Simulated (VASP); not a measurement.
# Ti3Cd (Pm-3m) in VASP: a series of runs, part 2 of 2

VASP 6.6.1.

### Step 3. Relaxation of volume and atoms at fixed shape, LDA

This run uses another cell than the first one, of 17.88 Å³/atom.

File INCAR:

```
PREC = Accurate ; ENCUT = 600
EDIFF = 1E-7 ; ISMEAR = -1
SIGMA = 0.05 ; LREAL = F
LASPH = T ; NELM = 60
ALGO = Normal ; ISIF = 8
LWAVE = F ; LCHARG = F
IBRION = 2 ; NSW = 60
EDIFFG = -0.02
```

File KPOINTS:

```
Automatic mesh
0
Gamma
  6 6 6
```

File POSCAR:

```
Ti3Cd
1.0
    4.1510090000      0.0000000000      0.0000000000
    0.0000000000      4.1510090000      0.0000000000
    0.0000000000      0.0000000000      4.1510090000
Ti Cd
3 1
Direct
    0.0000000000      0.5000000000      0.5000000000
    0.5000000000      0.0000000000      0.5000000000
    0.5000000000      0.5000000000      0.0000000000
    0.0000000000      0.0000000000      0.0000000000
```

Potentials or basis: VASP PAW LDA potentials, release 64 (Ti_sv, Cd).

Launch:

```console
$ cat potpaw_LDA.64/Ti_sv/POTCAR potpaw_LDA.64/Cd/POTCAR > POTCAR
$ mpirun -np 1 vasp_std > vasp.out
```

OUTCAR:

```text
PREC = Accurate
   ENCUT = 600
   EDIFF = 1E-7
   ISMEAR = -1
   LREAL = F
   LASPH = T
   NELM = 60
   ISIF = 8
   IBRION = 2
   NSW = 60
   EDIFFG = -0.02

 ion  position               nearest neighbor table
   1  0.000  0.500  0.500-   4 2.94   4 2.94   4 2.94   4 2.94
   2  0.500  0.000  0.500-   4 2.94   4 2.94   4 2.94   4 2.94
   3  0.500  0.500  0.000-   4 2.94   4 2.94   4 2.94   4 2.94
   4  0.000  0.000  0.000-   1 2.94   2 2.94   3 2.94   1 2.94   2 2.94   1 2.94   3 2.94   1 2.94
                             2 2.94   3 2.94   2 2.94   3 2.94

  LATTYP: Found a simple cubic cell.
 ALAT       =     4.1510090000

  Lattice vectors:

 A1 = (   4.1510090000,   0.0000000000,   0.0000000000)
 A2 = (   0.0000000000,   4.1510090000,   0.0000000000)
 A3 = (   0.0000000000,   0.0000000000,   4.1510090000)

Analysis of symmetry for initial positions (statically):
=====================================================================
 Subroutine PRICEL returns:
 Original cell was already a primitive cell.

 Routine SETGRP: Setting up the symmetry group for a
 simple cubic supercell.

 Subroutine GETGRP returns: Found 48 space group operations
 (whereof 48 operations were pure point group operations)
 out of a pool of 48 trial point group operations.

The static configuration has the point symmetry O_h .

Analysis of symmetry for dynamics (positions and initial velocities):
=====================================================================
 Subroutine PRICEL returns:
 Original cell was already a primitive cell.

 Routine SETGRP: Setting up the symmetry group for a
 simple cubic supercell.

 Subroutine GETGRP returns: Found 48 space group operations
 (whereof 48 operations were pure point group operations)
 out of a pool of 48 trial point group operations.

The dynamic configuration has the point symmetry O_h .

 Subroutine INISYM returns: Found 48 space group operations
 (whereof 48 operations are pure point group operations),
 and found     1 'primitive' translations

----------------------------------------------------------------------------------------

                                     Primitive cell

  volume of cell :      71.5255

  direct lattice vectors                    reciprocal lattice vectors
     4.151009000  0.000000000  0.000000000     0.240905284  0.000000000  0.000000000
     0.000000000  4.151009000  0.000000000     0.000000000  0.240905284  0.000000000
     0.000000000  0.000000000  4.151009000     0.000000000  0.000000000  0.240905284

  length of vectors
     4.151009000  4.151009000  4.151009000     0.240905284  0.240905284  0.240905284

  position of ions in fractional coordinates (direct lattice)
     0.000000000  0.500000000  0.500000000
     0.500000000  0.000000000  0.500000000
     0.500000000  0.500000000  0.000000000
     0.000000000  0.000000000  0.000000000

  ion indices of the primitive-cell ions
   primitive index   ion index
                 1           1
                 2           2
                 3           3
                 4           4

----------------------------------------------------------------------------------------

 KPOINTS: Automatic mesh

Automatic generation of k-mesh.
 Grid dimensions read from file:
 generate k-points for:    6    6    6

 Generating k-lattice:

  Cartesian coordinates                     Fractional coordinates (reciprocal lattice)
     0.040150881  0.000000000  0.000000000     0.166666667  0.000000000  0.000000000
     0.000000000  0.040150881  0.000000000     0.000000000  0.166666667  0.000000000
     0.000000000  0.000000000  0.040150881     0.000000000  0.000000000  0.166666667

  Length of vectors
     0.040150881  0.040150881  0.040150881

  Shift w.r.t. Gamma in fractional coordinates (k-lattice)
     0.000000000  0.000000000  0.000000000

 Subroutine IBZKPT returns following result:
 ===========================================

 Found     20 irreducible k-points:

 Following reciprocal coordinates:
            Coordinates               Weight
  0.000000  0.000000  0.000000      1.000000
  0.166667  0.000000  0.000000      6.000000
  0.333333  0.000000  0.000000      6.000000
  0.500000  0.000000  0.000000      3.000000
  0.166667  0.166667  0.000000     12.000000
  0.333333  0.166667  0.000000     24.000000
[... 12 lines left out ...]
  0.500000  0.500000  0.333333      6.000000
  0.500000  0.500000  0.500000      1.000000
   k-points           NKPTS =     20   k-points in BZ     NKDIM =     20   number of bands    NBANDS=     28
   number of dos      NEDOS =    301   number of ions     NIONS =      4
   total plane-waves  NPLWV =  46656
   dimension x,y,z NGX =    36 NGY =   36 NGZ =   36
   dimension x,y,z NGXF=    72 NGYF=   72 NGZF=   72
   ions per type =               3   1
   NGX,Y,Z   is equivalent  to a cutoff of  14.42, 14.42, 14.42 a.u.
   NGXF,Y,Z  is equivalent  to a cutoff of  28.84, 28.84, 28.84 a.u.
 SYSTEM =  unknown system
   PREC   = accura    normal or accurate (medium, high low for compatibility)
   ISTART =      0    job   : 0-new  1-cont  2-samecut
   ICHARG =      2    charge: 1-file 2-atom 10-const
   ISPIN  =      1    spin polarized calculation?
   LNONCOLLINEAR =      F non collinear calculations
   LSORBIT =      F    spin-orbit coupling
   LASPH  =      T    aspherical Exc in radial PAW
   ENCUT  =  600.0 eV  44.10 Ry    6.64 a.u.   8.29  8.29  8.29*2*pi/ulx,y,z
   NELM   =     60;   NELMIN=  2; NELMDL= -5     # of ELM steps
   EDIFF  = 0.1E-06   stopping-criterion for ELM
   LREAL  =      F    real-space projection
   EDIFFG = -.2E-01   stopping-criterion for IOM
   NSW    =     60    number of steps for IOM
   IBRION =      2    ionic relax: 0-MD 1-quasi-New 2-CG
   NFREE  =      1    steps in history (QN), initial steepest desc. (CG)
   ISIF   =      8    stress and relaxation
   ISYM   =      2    0-nonsym 1-usesym 2-fastsym
   POTIM  = 0.5000    time-step for ionic-motion
   TEBEG  =    0.0;   TEEND  =   0.0 temperature during run
   PSTRESS=    0.0 pullay stress
   NELECT =      48.0000    total number of electrons
   NUPDOWN=      -1.0000    fix difference up-down
   EMIN   =  10.00;   EMAX   =-10.00  energy-range for DOS
   EFERMI =   0.00;   METHOD = LEGACY
   ISMEAR =    -1;   SIGMA  =   0.05  broadening in eV -4-tet -1-fermi 0-gaus
   EFERMI_NEDOS =   21; number of points for ismear=-14 and -15
   IALGO  =     38    algorithm
   IMIX   =      4    mixing-type and parameters
     AMIX     =   0.40;   BMIX     =  1.00
     AMIX_MAG =   1.60;   BMIX_MAG =  1.00
  volume/ion in A,a.u.               =      17.88       120.67
  Fermi-wavevector in a.u.,A,eV,Ry     =   1.433293  2.708531 27.950830  2.054328
  Thomas-Fermi vector in A             =   2.552827
   LORBIT       =      0    0 simple, 1 ext, 2 COOP (PROOUT), +10 PAW based schemes
   GGA     = CA    functional components
   LHFCALC =     F    Hartree Fock is set to
   AEXX    =    0.0000 exact exchange contribution
   IVDW    =     0    specifies the selected vdW correction
   LEPSILON=     F    determine dielectric tensor
   LRPA    =     F    only Hartree local field effects (RPA)
 conjugate gradient relaxation of ions
 non-spin polarized calculation
  energy-cutoff  :      600.00
  volume of cell :       71.53
 maximum number of plane-waves:      2417
 NGX is ok and might be reduce to    36
   NGX = 17   NGY = 17   NGZ = 17

--------------------------------------- Ionic step        1  -------------------------------------------

 number of electron      48.0000007 magnetization

 Free energy of the ion-electron system (eV)
  ---------------------------------------------------
  ext. energy  EPLUGINS =         0.00000000
  ---------------------------------------------------
  free energy    TOTEN  =       -27.09564029 eV

  energy without entropy =      -27.05189110  energy(sigma->0) =      -27.07376569

------------------------ aborting loop because EDIFF is reached ----------------------------------------

  FORCE on cell =-STRESS in cart. coord.  units (eV):
  Direction    XX          YY          ZZ          XY          YZ          ZX
  --------------------------------------------------------------------------------------
  -------------------------------------------------------------------------------------
  Total       -3.7712732     -3.7712732     -3.7712732      0.0000000     -0.0000000     -0.0000000
  in kB      -84.4768197    -84.4768197    -84.4768197      0.0000000     -0.0000000     -0.0000000
  external PRESSURE =     -84.4768197 kB  Pullay stress =       0.0000000 kB
[... 61 lines left out ...]
  energy  without entropy=      -27.1150486124  energy(sigma->0) =      -27.13369303

--------------------------------------- Ionic step        3  -------------------------------------------

 number of electron      48.0000006 magnetization

 Free energy of the ion-electron system (eV)
  ---------------------------------------------------
  ext. energy  EPLUGINS =         0.00000000
  ---------------------------------------------------
  free energy    TOTEN  =       -27.24998945 eV

  energy without entropy =      -27.21054160  energy(sigma->0) =      -27.23026553

 E-fermi :   7.3439     XC(G=0): -12.2352

 val. band max:        7.3171392802   @ k =   0.3333   0.0000   0.0000
 cond. band min:       7.3439188282   @ k =   0.3333   0.3333   0.1667
 fundamental gap:      0.0267795479
 Fermi energy:         7.3439001561

 k-point     1 :       0.0000    0.0000    0.0000
  band No.  band energies     occupation
      1     -48.5561      2.00000
      2     -48.3988      2.00000
      3     -48.3988      2.00000
      4     -25.3934      2.00000
      5     -25.3934      2.00000
      6     -25.3934      2.00000
[... 640 lines left out ...]
  FREE ENERGIE OF THE ION-ELECTRON SYSTEM (eV)
  ---------------------------------------------------
  free  energy   TOTEN  =       -27.2499894492 eV

  energy  without entropy=      -27.2105416020  energy(sigma->0) =      -27.23026553

 reached required accuracy - stopping structural energy minimisation
```

It took 3.1 min on 1 thread of Intel Xeon 8259CL, shared host; peak memory 0.21 GiB.

Results:

```
Free energy                           : -27.2500 eV
Relaxed volume                        : 16.52 Å³/atom
Relaxed cell                          : a = 4.043 Å, b = 4.043 Å, c = 4.043 Å, α = 90.00°, β = 90.00°, γ = 90.00°
Space group after relaxing (to 0.1 Å) : Pm-3m (No. 221)
Energy gained by relaxing             : 38.6 meV/atom
Ionic steps                           : 3
Pressure after relaxing               : -0.1 GPa
Band gap on the k mesh                : zero (bands 24 and 25 overlap by 0.55 eV)
```

Step by step:
```
step  energy change (eV)  largest force (eV/Å)  pressure (GPa)  volume (Å³)
   1              0.0000                0.0000           -8.45        71.53
   2             -0.0567                0.0000            8.55        62.20
   3             -0.1543                0.0000           -0.07        66.09
```

Final structure:
```cif
data_structure
_symmetry_space_group_name_H-M 'P 1'
_symmetry_Int_Tables_number 1
_cell_length_a 4.0432
_cell_length_b 4.0432
_cell_length_c 4.0432
_cell_angle_alpha 90.000
_cell_angle_beta 90.000
_cell_angle_gamma 90.000
_cell_volume 66.09
loop_
_atom_site_label
_atom_site_type_symbol
_atom_site_fract_x
_atom_site_fract_y
_atom_site_fract_z
_atom_site_occupancy
Ti1 Ti 0.00000 0.50000 0.50000 1
Ti2 Ti 0.50000 0.00000 0.50000 1
Ti3 Ti 0.50000 0.50000 0.00000 1
Cd1 Cd 0.00000 0.00000 0.00000 1
```

Levels at points of the mesh, in eV from the Fermi level:
| k point | band 22 | band 23 | band 24 | band 25 | band 26 | band 27 |
| --- | --- | --- | --- | --- | --- | --- |
| (0.00, 0.00, 0.00) | -0.79 | -0.77 | -0.77 | 2.04 | 2.04 | 2.04 |
| (0.50, 0.00, 0.00) | -0.89 | -0.65 | 0.41 | 0.75 | 0.75 | 1.04 |
| (0.50, 0.50, 0.00) | -1.06 | -0.33 | -0.15 | -0.15 | 0.97 | 0.97 |
| (0.50, 0.50, 0.50) | -0.35 | -0.35 | -0.35 | 0.70 | 0.70 | 0.70 |
